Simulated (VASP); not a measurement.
# Ga (Fd-3m) in VASP: notebook

Ga is run at these levels: PBE; tasks: single point, relaxation of cell and atoms.

All numbers are computed with VASP 6.6.1; they aren't measurements. Logs are shortened: lines on timing, memory, paths and dates and some standing lists are left out, and cuts for length are marked.

## Step 1: The cell of the first run

Symmetry: Fd-3m, No. 227, cubic system. Conventional cell: a = 5.872 Å, b = 5.872 Å, c = 5.872 Å, α = 90.00°, β = 90.00°, γ = 90.00°. Within 3.4 Å of Ga (site symmetry -43m) lie 4 Ga at 2.54 Å.

This isn't the form of Ga at room conditions, which is orthorhombic.

## Step 2: Single point, PBE

INCAR

```
  PREC = Accurate
  ENCUT = 500
  EDIFF = 1E-6
  ISMEAR = 1
  SIGMA = 0.05
  LREAL = False
  LASPH = True
  NELM = 120
  ALGO = Normal
  ISIF = 2
  LWAVE = False
  LCHARG = False
  GGA = PE
  NBANDS = 20
  GGA_COMPAT = False
```

KPOINTS

```
Automatic mesh
0
Gamma
  8 8 8
```

POSCAR

```
Ga
1.0
    0.0000000000      2.9359892096      2.9359892096
    2.9359892096      0.0000000000      2.9359892096
    2.9359892096      2.9359892096      0.0000000000
Ga
2
Direct
    1.0000000000      1.0000000000      1.0000000000
    0.2500000000      0.2500000000      0.2500000000
```

Potentials or basis: VASP PAW PBE potentials, release 64 (Ga_d).

Command:

```console
$ cat potpaw_PBE.64/Ga_d/POTCAR > POTCAR
$ mpirun -np 1 vasp_std > vasp.out
```

OUTCAR:

```text
PREC = Accurate
   ENCUT = 500
   EDIFF = 1E-6
   ISMEAR = 1
   LREAL = False
   LASPH = True
   NELM = 120
   ISIF = 2
   GGA = PE

 ion  position               nearest neighbor table
   1  0.000  0.000  0.000-   2 2.54   2 2.54   2 2.54   2 2.54
   2  0.250  0.250  0.250-   1 2.54   1 2.54   1 2.54   1 2.54

  LATTYP: Found a face centered cubic cell.
 ALAT       =     5.8719784192

  Lattice vectors:

 A1 = (   0.0000000000,   2.9359892096,   2.9359892096)
 A2 = (   2.9359892096,   0.0000000000,   2.9359892096)
 A3 = (   2.9359892096,   2.9359892096,   0.0000000000)

Analysis of symmetry for initial positions (statically):
=====================================================================
 Subroutine PRICEL returns:
 Original cell was already a primitive cell.

 Routine SETGRP: Setting up the symmetry group for a
 face centered cubic supercell.

 Subroutine GETGRP returns: Found 48 space group operations
 (whereof 24 operations were pure point group operations)
 out of a pool of 48 trial point group operations.

The static configuration has the point symmetry T_d .
 The point group associated with its full space group is O_h .

Analysis of symmetry for dynamics (positions and initial velocities):
=====================================================================
 Subroutine PRICEL returns:
 Original cell was already a primitive cell.

 Routine SETGRP: Setting up the symmetry group for a
 face centered cubic supercell.

 Subroutine GETGRP returns: Found 48 space group operations
 (whereof 24 operations were pure point group operations)
 out of a pool of 48 trial point group operations.

The dynamic configuration has the point symmetry T_d .
 The point group associated with its full space group is O_h .

 Subroutine INISYM returns: Found 48 space group operations
 (whereof 24 operations are pure point group operations),
 and found     1 'primitive' translations

----------------------------------------------------------------------------------------

                                     Primitive cell

  volume of cell :      50.6166

  direct lattice vectors                    reciprocal lattice vectors
     0.000000000  2.935989210  2.935989210    -0.170300353  0.170300353  0.170300353
     2.935989210  0.000000000  2.935989210     0.170300353 -0.170300353  0.170300353
     2.935989210  2.935989210  0.000000000     0.170300353  0.170300353 -0.170300353

  length of vectors
     4.152115759  4.152115759  4.152115759     0.294968865  0.294968865  0.294968865

  position of ions in fractional coordinates (direct lattice)
     0.000000000  0.000000000  0.000000000
     0.250000000  0.250000000  0.250000000

  ion indices of the primitive-cell ions
   primitive index   ion index
                 1           1
                 2           2

----------------------------------------------------------------------------------------

 KPOINTS: Automatic mesh

Automatic generation of k-mesh.
 Grid dimensions read from file:
 generate k-points for:    8    8    8

 Generating k-lattice:

  Cartesian coordinates                     Fractional coordinates (reciprocal lattice)
    -0.021287544  0.021287544  0.021287544     0.125000000  0.000000000  0.000000000
     0.021287544 -0.021287544  0.021287544     0.000000000  0.125000000  0.000000000
     0.021287544  0.021287544 -0.021287544     0.000000000  0.000000000  0.125000000

  Length of vectors
     0.036871108  0.036871108  0.036871108

  Shift w.r.t. Gamma in fractional coordinates (k-lattice)
     0.000000000  0.000000000  0.000000000

 Subroutine IBZKPT returns following result:
 ===========================================

 Found     29 irreducible k-points:

 Following reciprocal coordinates:
            Coordinates               Weight
  0.000000  0.000000  0.000000      1.000000
  0.125000  0.000000  0.000000      8.000000
  0.250000  0.000000  0.000000      8.000000
  0.375000  0.000000  0.000000      8.000000
  0.500000  0.000000  0.000000      4.000000
  0.125000  0.125000  0.000000      6.000000
[... 16 lines left out ...]
  0.500000  0.250000  0.125000     48.000000
 -0.375000  0.250000  0.125000     24.000000
 [... further k-points ...]
   k-points           NKPTS =     29   k-points in BZ     NKDIM =     29   number of bands    NBANDS=     20
   number of dos      NEDOS =    301   number of ions     NIONS =      2
   total plane-waves  NPLWV =  27000
   dimension x,y,z NGX =    30 NGY =   30 NGZ =   30
   dimension x,y,z NGXF=    60 NGYF=   60 NGZF=   60
   ions per type =               2
   NGX,Y,Z   is equivalent  to a cutoff of  12.01, 12.01, 12.01 a.u.
   NGXF,Y,Z  is equivalent  to a cutoff of  24.02, 24.02, 24.02 a.u.
 SYSTEM =  unknown system
   PREC   = accura    normal or accurate (medium, high low for compatibility)
   ISTART =      0    job   : 0-new  1-cont  2-samecut
   ICHARG =      2    charge: 1-file 2-atom 10-const
   ISPIN  =      1    spin polarized calculation?
   LNONCOLLINEAR =      F non collinear calculations
   LSORBIT =      F    spin-orbit coupling
   LASPH  =      T    aspherical Exc in radial PAW
   ENCUT  =  500.0 eV  36.75 Ry    6.06 a.u.   7.57  7.57  7.57*2*pi/ulx,y,z
   NELM   =    120;   NELMIN=  2; NELMDL= -5     # of ELM steps
   EDIFF  = 0.1E-05   stopping-criterion for ELM
   LREAL  =      F    real-space projection
   EDIFFG = 0.1E-04   stopping-criterion for IOM
   NSW    =      0    number of steps for IOM
   IBRION =     -1    ionic relax: 0-MD 1-quasi-New 2-CG
   NFREE  =      0    steps in history (QN), initial steepest desc. (CG)
   ISIF   =      2    stress and relaxation
   ISYM   =      2    0-nonsym 1-usesym 2-fastsym
   POTIM  = 0.5000    time-step for ionic-motion
   TEBEG  =    0.0;   TEEND  =   0.0 temperature during run
   PSTRESS=    0.0 pullay stress
   NELECT =      26.0000    total number of electrons
   NUPDOWN=      -1.0000    fix difference up-down
   EMIN   =  10.00;   EMAX   =-10.00  energy-range for DOS
   EFERMI =   0.00;   METHOD = LEGACY
   ISMEAR =     1;   SIGMA  =   0.05  broadening in eV -4-tet -1-fermi 0-gaus
   EFERMI_NEDOS =   21; number of points for ismear=-14 and -15
   IALGO  =     38    algorithm
   IMIX   =      4    mixing-type and parameters
     AMIX     =   0.40;   BMIX     =  1.00
     AMIX_MAG =   1.60;   BMIX_MAG =  1.00
  volume/ion in A,a.u.               =      25.31       170.79
  Fermi-wavevector in a.u.,A,eV,Ry     =   1.311097  2.477614 23.388080  1.718975
  Thomas-Fermi vector in A             =   2.441582
   LORBIT       =      0    0 simple, 1 ext, 2 COOP (PROOUT), +10 PAW based schemes
   GGA     = PE    functional components
   LHFCALC =     F    Hartree Fock is set to
   AEXX    =    0.0000 exact exchange contribution
   IVDW    =     0    specifies the selected vdW correction
   LEPSILON=     F    determine dielectric tensor
   LRPA    =     F    only Hartree local field effects (RPA)
 non-spin polarized calculation
 Methfessel and Paxton  Order N= 1 SIGMA  =   0.05
  energy-cutoff  :      500.00
  volume of cell :       50.62
 maximum number of plane-waves:      1304
   NGX = 15   NGY = 15   NGZ = 15

 number of electron      26.0000028 magnetization

 Free energy of the ion-electron system (eV)
  ---------------------------------------------------
  ext. energy  EPLUGINS =         0.00000000
  ---------------------------------------------------
  free energy    TOTEN  =        -5.25201070 eV

  energy without entropy =       -5.25172171  energy(sigma->0) =       -5.25191437

 E-fermi :   2.6105     XC(G=0):  -9.3142

 val. band max:        2.5735667110   @ k =  -0.3750   0.3750   0.0000
 cond. band min:       2.6282079921   @ k =   0.5000   0.1250   0.0000
 fundamental gap:      0.0546412811
 Fermi energy:         2.6105029975

 k-point     1 :       0.0000    0.0000    0.0000
  band No.  band energies     occupation
      1     -12.1733      2.00000
      2     -12.1733      2.00000
      3     -12.1733      2.00000
      4     -12.1326      2.00000
      5     -12.1326      2.00000
      6     -11.8271      2.00000
[... 12 lines left out ...]
     19      10.2573      0.00000
     20      13.6511      0.00000

 k-point     2 :       0.1250    0.0000    0.0000
  band No.  band energies     occupation
      1     -12.1870      2.00000
      2     -12.1870      2.00000
      3     -12.1704      2.00000
      4     -12.1129      2.00000
      5     -12.1129      2.00000
      6     -11.8365      2.00000
[... 12 lines left out ...]
     19      11.2692      0.00000
     20      12.5405      0.00000

 k-point     3 :       0.2500    0.0000    0.0000
  band No.  band energies     occupation
      1     -12.2002      2.00000
      2     -12.2002      2.00000
      3     -12.1636      2.00000
      4     -12.0871      2.00000
      5     -12.0871      2.00000
      6     -11.8496      2.00000
[... 12 lines left out ...]
     19      11.6483      0.00000
     20      12.3321      0.00000

 k-point     4 :       0.3750    0.0000    0.0000
  band No.  band energies     occupation
      1     -12.2041      2.00000
      2     -12.2041      2.00000
      3     -12.1568      2.00000
      4     -12.0748      2.00000
      5     -12.0748      2.00000
      6     -11.8607      2.00000
[... 12 lines left out ...]
     19      12.7809      0.00000
     20      13.5683      0.00000

 k-point     5 :       0.5000    0.0000    0.0000
  band No.  band energies     occupation
      1     -12.2040      2.00000
      2     -12.2040      2.00000
      3     -12.1540      2.00000
      4     -12.0728      2.00000
      5     -12.0728      2.00000
      6     -11.8667      2.00000
[... 12 lines left out ...]
     19      14.6726      0.00000
     20      15.2146      0.00000
[... 353 lines left out ...]
      6     -11.9473      2.00000
[... 12 lines left out ...]
     19      16.0359      0.00000
     20      16.0359      0.00000

 k-point    22 :       0.3750    0.2500    0.1250
  band No.  band energies     occupation
      1     -12.2177      2.00000
      2     -12.2069      2.00000
      3     -12.1557      2.00000
      4     -12.0762      2.00000
      5     -12.0298      2.00000
      6     -11.9396      2.00000
[... 12 lines left out ...]
     19      12.3989      0.00000
     20      14.0360      0.00000

 k-point    23 :       0.5000    0.2500    0.1250
  band No.  band energies     occupation
      1     -12.2301      2.00000
      2     -12.2183      2.00000
      3     -12.1267      2.00000
      4     -12.0555      2.00000
      5     -12.0117      2.00000
      6     -11.9499      2.00000
[... 12 lines left out ...]
     19      13.5432      0.00000
     20      13.7943      0.00000

 k-point    24 :      -0.3750    0.2500    0.1250
  band No.  band energies     occupation
      1     -12.2371      2.00000
      2     -12.2195      2.00000
      3     -12.1141      2.00000
      4     -12.0403      2.00000
      5     -12.0148      2.00000
      6     -11.9419      2.00000
[... 12 lines left out ...]
     19      11.9906      0.00000
     20      14.4832      0.00000

 [... further k-points ...]

------------------------ aborting loop because EDIFF is reached ----------------------------------------

  FORCE on cell =-STRESS in cart. coord.  units (eV):
  Direction    XX          YY          ZZ          XY          YZ          ZX
  --------------------------------------------------------------------------------------
  -------------------------------------------------------------------------------------
  Total        0.0489528      0.0489528      0.0489528     -0.0000000      0.0000000      0.0000000
  in kB        1.5495114      1.5495114      1.5495114     -0.0000000      0.0000000      0.0000000
  external PRESSURE =       1.5495114 kB  Pullay stress =       0.0000000 kB

 VOLUME and BASIS-vectors are now :
 -----------------------------------------------------------------------------
  energy-cutoff  :      500.00
  volume of cell :       50.62
      direct lattice vectors                 reciprocal lattice vectors
     0.000000000  2.935989210  2.935989210    -0.170300353  0.170300353  0.170300353
     2.935989210  0.000000000  2.935989210     0.170300353 -0.170300353  0.170300353
     2.935989210  2.935989210  0.000000000     0.170300353  0.170300353 -0.170300353

 POSITION                                       TOTAL-FORCE (eV/Angst)
 -----------------------------------------------------------------------------------
      0.00000      0.00000      0.00000         0.000000      0.000000      0.000000
      1.46799      1.46799      1.46799        -0.000000     -0.000000     -0.000000
 -----------------------------------------------------------------------------------
    total drift:                                0.000000      0.000000      0.000000

  FREE ENERGIE OF THE ION-ELECTRON SYSTEM (eV)
  ---------------------------------------------------
  free  energy   TOTEN  =        -5.2520106963 eV

  energy  without entropy=       -5.2517217051  energy(sigma->0) =       -5.25191437
```

Run time: 43 s. Hardware: 1 thread of Intel Xeon Platinum 8175M at 2.50GHz (Skylake/Cascade Lake), shared host; peak memory 0.17 GiB.

Results:

| Property | Result |
| --- | --- |
| Free energy | -5.2520 eV |
| Pressure | 0.2 GPa |
| Band gap on the k mesh | zero (bands 13 and 14 overlap by 4.17 eV) |

Levels at points of the mesh, in eV from the Fermi level:
| k point | band 11 | band 12 | band 13 | band 14 | band 15 | band 16 |
| --- | --- | --- | --- | --- | --- | --- |
| (0.00, 0.00, 0.00) | -9.34 | 2.73 | 2.73 | 2.73 | 3.40 | 4.77 |
| (0.50, 0.00, 0.00) | -7.19 | -4.62 | 1.27 | 1.27 | 2.87 | 5.74 |
| (0.50, 0.50, 0.00) | -5.51 | -5.51 | -0.49 | -0.49 | 2.77 | 2.77 |

## Step 3: Relaxation of cell and atoms, PBE

This run uses another cell than the first one, of 19.57 Å³/atom.

INCAR

```
PREC     = Accurate       # precision mode
ENCUT    = 500            # plane-wave cutoff, eV
EDIFF    = 1E-7           # SCF threshold, eV
ISMEAR   = 1              # smearing method
SIGMA    = 0.05           # smearing width, eV
LREAL    = False          # projectors in reciprocal space
LASPH    = True           # aspherical terms in the spheres
NELM     = 120            # most SCF steps
ALGO     = Normal         # electronic algorithm
ISIF     = 3              # what is computed and relaxed
LWAVE    = False          # write WAVECAR
LCHARG   = False          # write CHGCAR
GGA      = PE             # functional
IBRION   = 2              # ionic algorithm
NSW      = 60             # ionic steps
EDIFFG   = -0.02          # ionic threshold
GGA_COMPAT= False        
NELMIN   = 4
```

KPOINTS is that of step 2.

POSCAR

```
Ga
1.0
    0.0000000000      2.6950000000      2.6950000000
    2.6950000000      0.0000000000      2.6950000000
    2.6950000000      2.6950000000      0.0000000000
Ga
2
Direct
    1.0000000000      1.0000000000      1.0000000000
    0.2500000000      0.2500000000      0.2500000000
```

Potentials or basis: VASP PAW PBE potentials, release 64 (Ga_d).

Command:

```console
$ cat potpaw_PBE.64/Ga_d/POTCAR > POTCAR
$ mpirun -np 1 vasp_std > vasp.out
```

It took 87 s on 1 thread of Intel Xeon Platinum 8175M at 2.50GHz (Skylake/Cascade Lake), shared host; peak memory 0.16 GiB.

Results (log left out):

```yaml
Free_energy: -5.2426 eV
Relaxed_volume: 25.23 Å³/atom
Relaxed_cell: a = 4.148 Å, b = 4.148 Å, c = 4.148 Å, α = 60.00°, β = 60.00°, γ = 60.00°
Space_group_after_relaxing_to_0.1_Å: Fd-3m (No. 227)
Energy_gained_by_relaxing: 250.3 meV/atom
Ionic_steps: 4
Pressure_after_relaxing: 0.0 GPa
Band_gap_on_the_k_mesh: zero (bands 13 and 14 overlap by 4.18 eV)
```

The path:
```csv
step,energy change (eV),largest force (eV/Å),pressure (GPa),volume (Å³)
1,0.0000,0.0000,18.04,39.15
2,-0.4859,0.0000,-1.68,53.01
3,-0.5005,0.0000,0.15,50.23
4,-0.5006,0.0000,-0.04,50.47
```

Final structure:
```
Ga
1.0
     0.00000    2.93307    2.93307
     2.93307    0.00000    2.93307
     2.93307    2.93307    0.00000
Ga
2
Cartesian
  2.9331 5.8661 2.9331
  1.4665 1.4665 1.4665
```

Levels at points of the mesh, in eV from the Fermi level:
```tsv
k point	band 11	band 12	band 13	band 14	band 15	band 16
(0.00, 0.00, 0.00)	-9.36	2.73	2.73	2.73	3.43	4.78
(0.50, 0.00, 0.00)	-7.20	-4.63	1.27	1.27	2.89	5.74
(0.50, 0.50, 0.00)	-5.52	-5.52	-0.50	-0.50	2.78	2.78
```

Caveat: the volume moved by over 15 % at a fixed basis, so the end points are rough.
